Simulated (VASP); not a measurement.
Here is a VASP 6.6.1 calculation.

File INCAR:

```
PREC = Accurate
ENCUT = 520
EDIFF = 1E-7
ISMEAR = 0
SIGMA = 0.05
LREAL = F
LASPH = T
NELM = 80
ALGO = Normal
ISIF = 2
LWAVE = F
LCHARG = T
GGA = PE
LELF = T
LVHAR = T
NBANDS = 16
```

Contents of KPOINTS:

```
Automatic mesh
0
Gamma
  10 10 10
```

POSCAR

```
GaP
1.0
    0.0000000000      2.8020440295      2.7281121892
    2.7281121892      0.0000000000      2.7281121892
    2.7281121892      2.8020440295      0.0000000000
Ga P
1 1
Direct
    0.0000000000      0.0000000000      0.0000000000
    0.7500000000      0.7500000000      0.7500000000
```

Potentials or basis: VASP PAW PBE potentials, release 64 (Ga_d, P).

The run is started by

```bash
$ cat potpaw_PBE.64/Ga_d/POTCAR potpaw_PBE.64/P/POTCAR > POTCAR
$ mpirun -np 1 vasp_std > vasp.out
```

(1) What does it give for the pressure?

(2) Estimate the band gap on the k mesh.

Results:

(1) 0.0 GPa.

(2) 1.52 eV (least direct gap 1.52 eV).
